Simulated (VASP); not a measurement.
# Co4F (Im-3m) in VASP: further runs, part 3 of 3

VASP 6.6.1. Earlier steps stand in the parts before.

## (4) Relaxation of cell and atoms, PBE, collinear spin, ferromagnetic start

INCAR reads:

```
SYSTEM = Co4F
PREC     = Accurate       ! precision mode
ENCUT    = 600            ! plane-wave cutoff, eV
EDIFF    = 1E-7           ! SCF threshold, eV
ISMEAR   = 0              ! smearing method
SIGMA    = 0.1            ! smearing width, eV
LREAL    = .FALSE.        ! projectors in reciprocal space
LASPH    = .TRUE.         ! aspherical terms in the spheres
NELM     = 150            ! most SCF steps
ALGO     = Normal         ! electronic algorithm
ISIF     = 3              ! what is computed and relaxed
LWAVE    = .FALSE.        ! write WAVECAR
LCHARG   = .FALSE.        ! write CHGCAR
ISPIN    = 2              ! spin polarisation
MAGMOM   = 3 3 3 3 0      ! initial moments
LORBIT   = 11             ! projections on sites
LMAXMIX  = 4              ! l up to which the mixer works
GGA      = PE             ! functional
IBRION   = 2              ! ionic algorithm
NSW      = 90             ! ionic steps
EDIFFG   = -0.04          ! ionic threshold
```

KPOINTS reads:

```
regular mesh
0
G
  6 6 6
  0 0 0
```

POSCAR reads:

```
Co4F
1.0
   -2.3386413100      2.3386413100      2.3386413100
    2.3386413100     -2.3386413100      2.3386413100
    2.3386413100      2.3386413100     -2.3386413100
Co F
4 1
Direct
    0.0000000000      0.0000000000      0.5000000000
    0.5000000000      0.0000000000      0.0000000000
    0.5000000000      0.5000000000      0.5000000000
    0.0000000000      0.5000000000      0.0000000000
    0.0000000000      0.0000000000      0.0000000000
```

Potentials or basis: VASP PAW PBE potentials, release 64 (Co, F).

Launch:

```bash
cat potpaw_PBE.64/Co/POTCAR potpaw_PBE.64/F/POTCAR > POTCAR
mpirun -np 1 vasp_std > vasp.out
```

OUTCAR:

```text
SYSTEM = Co4F
   PREC = Accurate
   ENCUT = 600
   EDIFF = 1E-7
   ISMEAR = 0
   LREAL = .FALSE.
   LASPH = .TRUE.
   NELM = 150
   ISIF = 3
   ISPIN = 2
   LORBIT = 11
   GGA = PE
   IBRION = 2
   NSW = 90
   EDIFFG = -0.04

 ion  position               nearest neighbor table
   1  0.000  0.000  0.500-   5 2.03   5 2.03   4 2.34   2 2.34   3 2.34   4 2.34   2 2.34   3 2.34

   2  0.500  0.000  0.000-   5 2.03   5 2.03   4 2.34   1 2.34   3 2.34   3 2.34   1 2.34   4 2.34

   3  0.500  0.500  0.500-   5 2.03   5 2.03   4 2.34   1 2.34   2 2.34   4 2.34   1 2.34   2 2.34

   4  0.000  0.500  0.000-   5 2.03   5 2.03   3 2.34   1 2.34   2 2.34   1 2.34   3 2.34   2 2.34

   5  0.000  0.000  0.000-   1 2.03   2 2.03   3 2.03   4 2.03   1 2.03   4 2.03   2 2.03   3 2.03

  LATTYP: Found a body centered cubic cell.
 ALAT       =     4.6772826200

  Lattice vectors:

 A1 = (  -2.3386413100,   2.3386413100,   2.3386413100)
 A2 = (   2.3386413100,  -2.3386413100,   2.3386413100)
 A3 = (   2.3386413100,   2.3386413100,  -2.3386413100)

Analysis of symmetry for initial positions (statically):
=====================================================================
 Subroutine PRICEL returns:
 Original cell was already a primitive cell.

 Routine SETGRP: Setting up the symmetry group for a
 body centered cubic supercell.

 Subroutine GETGRP returns: Found 48 space group operations
 (whereof 48 operations were pure point group operations)
 out of a pool of 48 trial point group operations.

The static configuration has the point symmetry O_h .

Analysis of symmetry for dynamics (positions and initial velocities):
=====================================================================
 Subroutine PRICEL returns:
 Original cell was already a primitive cell.

 Routine SETGRP: Setting up the symmetry group for a
 body centered cubic supercell.

 Subroutine GETGRP returns: Found 48 space group operations
 (whereof 48 operations were pure point group operations)
 out of a pool of 48 trial point group operations.

The dynamic configuration has the point symmetry O_h .

Analysis of structural, dynamic, and magnetic symmetry:
=====================================================================
 Subroutine PRICEL returns:
 Original cell was already a primitive cell.

 Routine SETGRP: Setting up the symmetry group for a
 body centered cubic supercell.

 Subroutine GETGRP returns: Found 48 space group operations
 (whereof 48 operations were pure point group operations)
 out of a pool of 48 trial point group operations.

The overall configuration has the point symmetry O_h .

 Subroutine INISYM returns: Found 48 space group operations
 (whereof 48 operations are pure point group operations),
 and found     1 'primitive' translations

----------------------------------------------------------------------------------------

                                     Primitive cell

  volume of cell :      51.1624

  direct lattice vectors                    reciprocal lattice vectors
    -2.338641310  2.338641310  2.338641310     0.000000000  0.213799353  0.213799353
     2.338641310 -2.338641310  2.338641310     0.213799353  0.000000000  0.213799353
     2.338641310  2.338641310 -2.338641310     0.213799353  0.213799353  0.000000000

  length of vectors
     4.050645570  4.050645570  4.050645570     0.302357945  0.302357945  0.302357945

  position of ions in fractional coordinates (direct lattice)
     0.000000000  0.000000000  0.500000000
     0.500000000  0.000000000  0.000000000
[... 56 lines left out ...]
   k-points           NKPTS =     16   k-points in BZ     NKDIM =     16   number of bands    NBANDS=     31
   number of dos      NEDOS =    301   number of ions     NIONS =      5
   total plane-waves  NPLWV =  32768
   dimension x,y,z NGX =    32 NGY =   32 NGZ =   32
   dimension x,y,z NGXF=    64 NGYF=   64 NGZF=   64
   ions per type =               4   1
   NGX,Y,Z   is equivalent  to a cutoff of  13.13, 13.13, 13.13 a.u.
   NGXF,Y,Z  is equivalent  to a cutoff of  26.27, 26.27, 26.27 a.u.
 SYSTEM =  Co4F
   PREC   = accura    normal or accurate (medium, high low for compatibility)
   ISTART =      0    job   : 0-new  1-cont  2-samecut
   ICHARG =      2    charge: 1-file 2-atom 10-const
   ISPIN  =      2    spin polarized calculation?
   LNONCOLLINEAR =      F non collinear calculations
   LSORBIT =      F    spin-orbit coupling
   LASPH  =      T    aspherical Exc in radial PAW
   ENCUT  =  600.0 eV  44.10 Ry    6.64 a.u.   8.09  8.09  8.09*2*pi/ulx,y,z
   NELM   =    150;   NELMIN=  2; NELMDL= -5     # of ELM steps
   EDIFF  = 0.1E-06   stopping-criterion for ELM
   LREAL  =      F    real-space projection
   EDIFFG = -.4E-01   stopping-criterion for IOM
   NSW    =     90    number of steps for IOM
   IBRION =      2    ionic relax: 0-MD 1-quasi-New 2-CG
   NFREE  =      1    steps in history (QN), initial steepest desc. (CG)
   ISIF   =      3    stress and relaxation
   ISYM   =      2    0-nonsym 1-usesym 2-fastsym
   POTIM  = 0.5000    time-step for ionic-motion
   TEBEG  =    0.0;   TEEND  =   0.0 temperature during run
   PSTRESS=    0.0 pullay stress
   NELECT =      43.0000    total number of electrons
   NUPDOWN=      -1.0000    fix difference up-down
   EMIN   =  10.00;   EMAX   =-10.00  energy-range for DOS
   EFERMI =   0.00;   METHOD = LEGACY
   ISMEAR =     0;   SIGMA  =   0.10  broadening in eV -4-tet -1-fermi 0-gaus
   EFERMI_NEDOS =   21; number of points for ismear=-14 and -15
   IALGO  =     38    algorithm
   IMIX   =      4    mixing-type and parameters
     AMIX     =   0.40;   BMIX     =  1.00
     AMIX_MAG =   1.60;   BMIX_MAG =  1.00
  volume/ion in A,a.u.               =      10.23        69.05
  Fermi-wavevector in a.u.,A,eV,Ry     =   1.544949  2.919530 32.475286  2.386866
  Thomas-Fermi vector in A             =   2.650397
   LORBIT       =     11    0 simple, 1 ext, 2 COOP (PROOUT), +10 PAW based schemes
   GGA     = PE    functional components
   LHFCALC =     F    Hartree Fock is set to
   AEXX    =    0.0000 exact exchange contribution
   IVDW    =     0    specifies the selected vdW correction
   LEPSILON=     F    determine dielectric tensor
   LRPA    =     F    only Hartree local field effects (RPA)
 conjugate gradient relaxation of ions
 spin polarized calculation
 Gauss-broadening in eV      SIGMA  =   0.10
  energy-cutoff  :      600.00
  volume of cell :       51.16
 maximum number of plane-waves:      1724
   NGX = 17   NGY = 17   NGZ = 17

--------------------------------------- Ionic step        1  -------------------------------------------

 number of electron      43.0000000 magnetization      12.0000000

 number of electron      43.0000020 magnetization       6.9443770

 Free energy of the ion-electron system (eV)
  ---------------------------------------------------
  ext. energy  EPLUGINS =         0.00000000
  ---------------------------------------------------
  free energy    TOTEN  =       -24.90478293 eV

  energy without entropy =      -24.86502277  energy(sigma->0) =      -24.88490285

 E-fermi :  10.2100     XC(G=0): -13.0262

 val. band max:       10.2063761311   @ k =  -0.3333   0.3333   0.1667
 cond. band min:      10.2126330954   @ k =   0.3333   0.1667   0.0000
 fundamental gap:      0.0062569644
 Fermi energy:        10.2100346265

 spin component 1

 k-point     1 :       0.0000    0.0000    0.0000
  band No.  band energies     occupation
      1     -18.5288      1.00000
      2       0.0081      1.00000
      3       0.0081      1.00000
      4       0.0081      1.00000
      5       2.6264      1.00000
      6       4.9165      1.00000
[... 1196 lines left out ...]
--------------------------------------- Ionic step        4  -------------------------------------------

 number of electron      42.9999955 magnetization       8.1370663

 Free energy of the ion-electron system (eV)
  ---------------------------------------------------
  ext. energy  EPLUGINS =         0.00000000
  ---------------------------------------------------
  free energy    TOTEN  =       -26.34260470 eV

  energy without entropy =      -26.30023765  energy(sigma->0) =      -26.32142118

 E-fermi :   7.0805     XC(G=0): -11.7148

 val. band max:        7.0791176091   @ k =   0.3333   0.3333   0.0000
 cond. band min:       7.0846821312   @ k =   0.5000   0.0000   0.0000
 fundamental gap:      0.0055645221
 Fermi energy:         7.0805471168

 spin component 1

 k-point     1 :       0.0000    0.0000    0.0000
  band No.  band energies     occupation
      1     -19.3148      1.00000
      2      -1.0567      1.00000
      3      -1.0567      1.00000
      4      -1.0567      1.00000
      5       0.6438      1.00000
      6       2.8262      1.00000
[... 1112 lines left out ...]
  FREE ENERGIE OF THE ION-ELECTRON SYSTEM (eV)
  ---------------------------------------------------
  free  energy   TOTEN  =       -26.3426047035 eV

  energy  without entropy=      -26.3002376520  energy(sigma->0) =      -26.32142118

 reached required accuracy - stopping structural energy minimisation

 total charge

# of ion       s       p       d       tot
------------------------------------------
    1        0.404   0.289   7.237   7.931
    2        0.404   0.289   7.237   7.931
    3        0.404   0.289   7.237   7.931
    4        0.404   0.289   7.237   7.931
    5        1.781   4.299   0.000   6.080
--------------------------------------------------
tot          3.398   5.455  28.950  37.803

 magnetization (x)

# of ion       s       p       d       tot
------------------------------------------
    1        0.004  -0.004   2.010   2.010
    2        0.004  -0.004   2.010   2.010
    3        0.004  -0.004   2.010   2.010
    4        0.004  -0.004   2.010   2.010
    5        0.005   0.147   0.000   0.151
--------------------------------------------------
tot          0.020   0.131   8.039   8.190
```

Wall time 1.9 min (1 thread of AMD EPYC 9R45 (Zen 5), shared host); peak memory 0.2 GiB.

Results:

- Free energy: -26.3426 eV
- Relaxed volume: 12.98 Å³/atom
- Relaxed cell: a = 4.385 Å, b = 4.385 Å, c = 4.385 Å, α = 109.47°, β = 109.47°, γ = 109.47°
- Space group after relaxing (to 0.1 Å): Im-3m (No. 229)
- Energy gained by relaxing: 287.6 meV/atom
- Ionic steps: 4
- Pressure after relaxing: -0.1 GPa
- Net moment: 8.14 μB per cell
- Site moments: Co +2.01; F +0.15 μB
- Valence electrons inside the program's atomic spheres: Co 7.93; F 6.08

The path:
```csv
step,energy change (eV),largest force (eV/Å),pressure (GPa),volume (Å³)
1,0.0000,0.0000,42.15,51.16
2,-1.0933,0.0000,-11.06,73.79
3,-1.4374,0.0000,0.50,64.56
4,-1.4378,0.0000,-0.08,64.90
```

Final structure:
```cif
data_structure
_symmetry_space_group_name_H-M 'P 1'
_symmetry_Int_Tables_number 1
_cell_length_a 4.3848
_cell_length_b 4.3848
_cell_length_c 4.3848
_cell_angle_alpha 109.471
_cell_angle_beta 109.471
_cell_angle_gamma 109.471
_cell_volume 64.90
loop_
_atom_site_label
_atom_site_type_symbol
_atom_site_fract_x
_atom_site_fract_y
_atom_site_fract_z
_atom_site_occupancy
Co1 Co 0.00000 0.00000 0.50000 1
Co2 Co 0.50000 0.00000 0.00000 1
Co3 Co 0.50000 0.50000 0.50000 1
Co4 Co 0.00000 0.50000 0.00000 1
F1 F 0.00000 0.00000 0.00000 1
```

Levels at points of the mesh, in eV from the Fermi level:
Spin up:
| k point | band 22 | band 23 | band 24 | band 25 | band 26 | band 27 | band 28 | band 29 |
| --- | --- | --- | --- | --- | --- | --- | --- | --- |
| (0.00, 0.00, 0.00) | -1.54 | -0.68 | -0.68 | -0.68 | 3.88 | 3.88 | 3.88 | 6.76 |
| (0.50, 0.00, 0.00) | -1.76 | -1.72 | -1.60 | -1.26 | -0.38 | 3.06 | 3.91 | 4.31 |
| (0.50, 0.50, 0.50) | -1.38 | -1.24 | -1.24 | -0.64 | -0.64 | 2.72 | 2.99 | 2.99 |
Spin down:
| k point | band 15 | band 16 | band 17 | band 18 | band 19 | band 20 |
| --- | --- | --- | --- | --- | --- | --- |
| (0.00, 0.00, 0.00) | 0.02 | 0.02 | 0.13 | 0.13 | 0.13 | 0.84 |
| (0.50, 0.00, 0.00) | -0.81 | -0.60 | -0.24 | -0.22 | -0.08 | 0.00 |
| (0.50, 0.50, 0.50) | -0.99 | -0.14 | -0.14 | -0.14 | 0.80 | 0.80 |

Caveat: the volume moved by over 15 % at a fixed basis, so the end points are rough. With open d or f shells a metallic result of PBE can be an artefact of self-interaction; +U or a hybrid may open a gap.

## (5) Single point, PBE, collinear spin, ferromagnetic start

This run uses another cell than the first one, of 12.98 Å³/atom.

INCAR reads:

```
SYSTEM = Co4F
ALGO = Normal
EDIFF = 1E-7
ENCUT = 520
GGA = PE
ISIF = 2
ISMEAR = 0
ISPIN = 2
LASPH = .True.
LCHARG = .False.
LMAXMIX = 4
LORBIT = 11
LREAL = .False.
LWAVE = .False.
MAGMOM = 2.19 2.19 2.19 2.19 0.18
NBANDS = 34
NELM = 150
PREC = Accurate
SIGMA = 0.1
```

KPOINTS reads:

```
k-points
0
Gamma
  10 10 10
  0 0 0
```

POSCAR, as its differences from that of step 4:

```diff
@@ -2,5 +2,5 @@
 1.0
-   -2.3386413100      2.3386413100      2.3386413100
-    2.3386413100     -2.3386413100      2.3386413100
-    2.3386413100      2.3386413100     -2.3386413100
+   -2.5313226984      2.5313226984      2.5313226984
+    2.5313226984     -2.5313226984      2.5313226984
+    2.5313226984      2.5313226984     -2.5313226984
 Co F
```

Launch:

```bash
cat potpaw_PBE.64/Co/POTCAR potpaw_PBE.64/F/POTCAR > POTCAR
mpirun -np 1 vasp_std > vasp.out
```

Wall time 2.3 min (1 thread of AMD EPYC 9R45 (Zen 5), shared host); peak memory 0.3 GiB.

Results (log left out):

```
Free energy                                           : -26.3632 eV
Pressure                                              : -0.5 GPa
Net moment                                            : 7.93 μB per cell
Site moments                                          : Co +1.97; F +0.14 μB
Valence electrons inside the program's atomic spheres : Co 7.93; F 6.08
```

Levels at points of the mesh, in eV from the Fermi level:
Spin up:
| k point | band 21 | band 22 | band 23 | band 24 | band 25 | band 26 | band 27 | band 28 | band 29 | band 30 |
| --- | --- | --- | --- | --- | --- | --- | --- | --- | --- | --- |
| (0.00, 0.00, 0.00) | -1.51 | -1.51 | -0.65 | -0.65 | -0.65 | 3.89 | 3.89 | 3.89 | 6.76 | 6.76 |
| (0.50, 0.00, 0.00) | -1.80 | -1.73 | -1.69 | -1.58 | -1.23 | -0.37 | 3.07 | 3.92 | 4.31 | 5.12 |
| (0.50, 0.50, 0.50) | -1.35 | -1.35 | -1.24 | -1.24 | -0.60 | -0.60 | 2.72 | 3.01 | 3.01 | 3.01 |
Spin down:
| k point | band 15 | band 16 | band 17 | band 18 | band 19 | band 20 |
| --- | --- | --- | --- | --- | --- | --- |
| (0.00, 0.00, 0.00) | 0.02 | 0.02 | 0.13 | 0.13 | 0.13 | 0.84 |
| (0.50, 0.00, 0.00) | -0.82 | -0.61 | -0.26 | -0.23 | -0.08 | 0.00 |
| (0.50, 0.50, 0.50) | -1.00 | -0.14 | -0.14 | -0.14 | 0.80 | 0.80 |

With open d or f shells a metallic result of PBE can be an artefact of self-interaction; +U or a hybrid may open a gap.

## (6) The runs side by side

```csv
task,cell,k mesh,cutoff (eV),gap on the mesh (eV),pressure (GPa),moment (μB)
single point,"a = 4.051 Å, angles 109.5°, 5 atoms",6 × 6 × 6,520,none,42.3,6.94
single point,"a = 4.389 Å, angles 109.5°, 5 atoms",6 × 6 × 6,520,none,-0.4,8.14
relaxation of cell and atoms,"relaxed from a = 4.051 Å, angles 109.5°, 5 atoms",6 × 6 × 6,600,none,-0.1,8.14
single point,"a = 4.384 Å, angles 109.5°, 5 atoms",10 × 10 × 10,520,none,-0.5,7.93
```

Alike in all rows: level PBE; potentials or basis VASP PAW PBE potentials, release 64 (Co, F); spin collinear, ferromagnetic start; smearing gaussian 0.1 eV.

Caveats: the cell stands under pressure (at least some runs); the volume moved by over 15 % at a fixed basis, so the end points are rough (at least some runs).

Total energies depend on the potentials used, so only differences within one code and one set of settings carry meaning.
